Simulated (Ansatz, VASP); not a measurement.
## GaAs: VASP beside Ansatz

```
Ga As
1.0
     0.00000    2.93139    2.93139
     2.93139    0.00000    2.93139
     2.93139    2.93139    0.00000
Ga As
1 1
Cartesian
  0.0000 0.0000 0.0000
  1.4657 1.4657 1.4657
```

Change from the starting cell: hydrostatic strain +3.5%.

Alike in both runs: task single point; functional HSE06; k mesh 6 × 6 × 6; occupations fermi-dirac, width 0.02 eV; no spin polarisation.

|  | VASP | Ansatz |
| --- | --- | --- |
| version | VASP 6.6.1 | Ansatz 0.2.0 |
| potentials or method | VASP PAW PBE potentials, release 64 (Ga_d, As) | plane waves, PAW |
| plane-wave cutoff (eV) | 520 | 420 |
| valence electrons in the cell | 18 | 28 |

|  | VASP | Ansatz | Ansatz less VASP |
| --- | --- | --- | --- |
| pressure (GPa) | -5.6 | -5.5 | +0.09 |

The functional is the same, so the differences come from potentials, cutoffs and numerics. VASP's potentials hold 18 valence electrons a cell and Ansatz's 28, so a difference there can come from the potentials and not from the codes. Ansatz's warnings: stress exchange threshold loose, stress scf threshold loose.
